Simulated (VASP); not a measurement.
A run of VASP 6.6.1:

INCAR

```
PREC = Accurate
ENCUT = 520
EDIFF = 1E-6
ISMEAR = 0
SIGMA = 0.1
LREAL = False
LASPH = True
NELM = 80
ALGO = Normal
ISIF = 2
LWAVE = False
LCHARG = False
GGA = PE
NBANDS = 21
```

Contents of KPOINTS:

```
regular mesh
0
Gamma
  6 6 4
```

File POSCAR:

```
Si3B4
1.0
    4.7530658500      0.0000000000      0.0000000000
   -2.3765329300      4.1162757700      0.0000000000
    0.0000000000      0.0000000000      4.7183237200
Si B
3 4
Direct
    0.0000000000      0.5000000000      0.0000000000
    0.5000000000      0.0000000000      0.0000000000
    0.5000000000      0.5000000000      0.0000000000
    0.0000000000      0.0000000000      0.2603348200
    0.0000000000      0.0000000000      0.7396651800
    0.3333333300      0.6666666700      0.5000000000
    0.6666666700      0.3333333300      0.5000000000
```

Potentials or basis: VASP PAW PBE potentials, release 64 (Si, B).

Run with:

```console
$ cat potpaw_PBE.64/Si/POTCAR potpaw_PBE.64/B/POTCAR > POTCAR
$ mpirun -np 1 vasp_std > vasp.out
```

Hardware: 1 thread of Intel(R) Xeon(R) Platinum 8375C CPU @ 2.90GHz (Ice Lake), on a shared host.

Problem. Estimate the wall time of this run.

Solution. Wall time 30 s on 1 thread of Intel(R) Xeon(R) Platinum 8375C CPU @ 2.90GHz (Ice Lake) (shared host), peak memory 0.2 GiB. Counts: scf iterations 12, k points 21.
